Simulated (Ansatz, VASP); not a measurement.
**Cu in VASP and in Ansatz**

File INCAR:

```
  PREC = Accurate
  ENCUT = 520
  EDIFF = 1E-6
  ISMEAR = 0
  SIGMA = 0.15
  LREAL = F
  LASPH = T
  NELM = 100
  ALGO = Fast
  ISIF = 2
  LWAVE = F
  LCHARG = T
  GGA = PE
  LELF = T
  LVHAR = T
  NBANDS = 18
```

KPOINTS

```
regular mesh
0
Gamma
  24 24 12
```

File POSCAR:

```
Cu
1.0
    2.4707442531      0.0000000000      0.0000000000
   -1.2353721265      2.1397272894      0.0000000000
    0.0000000000      0.0000000000      4.1125710000
Cu
2
Direct
    0.3333333333      0.6666666667      0.2500000000
    0.6666666667      0.3333333333      0.7500000000
```

Input for Ansatz:

```yaml
crystal:
  lattice:
    - [2.4707442531, 0.0, 0.0]
    - [-1.2353721265, 2.1397272894, 0.0]
    - [0.0, 0.0, 4.112571]
  atoms:
    - { symbol: Cu, position: [0.3333333333, 0.6666666667, 0.25] }
    - { symbol: Cu, position: [0.6666666667, 0.3333333333, 0.75] }
basis:
  ecutwfc: 420
kpoints:
  mp_grid: { grid: [24, 24, 12] }
hamiltonian:
  xc: pbe
scf:
  occupations: { method: gaussian, width: 0.15 }
output:
  forces: true
  stress: true
  eigenvalues: true
```

Change from the starting cell: strain -0.025 along x and y, +0.000 along z, atoms carried along.

Alike in both runs: task single point; functional PBE; k mesh 24 × 24 × 12; occupations gaussian, width 0.15 eV; no spin polarisation.

```csv
,VASP,Ansatz
version,VASP 6.6.1,Ansatz 0.2.0
potentials or method,"VASP PAW PBE potentials, release 64 (Cu), cutoff 520 eV","scalar-relativistic, plane waves, PAW"
valence electrons in the cell,22,38
```

```tsv
	VASP	Ansatz	Ansatz less VASP
gap on the k mesh at the Fermi level (eV)	none	none	-
pressure (GPa)	17.8	17.2	-0.55
traceless stress, the component that is largest in VASP (GPa)	-2.59	-2.58	+0.019
```

A gap of «none» marks a metal or a gap that the smearing closes. With one functional, cell and mesh, what is left measures potentials, basis and numerics. VASP's potentials hold 22 valence electrons a cell and Ansatz's 38, so a difference there can come from the potentials and not from the codes.
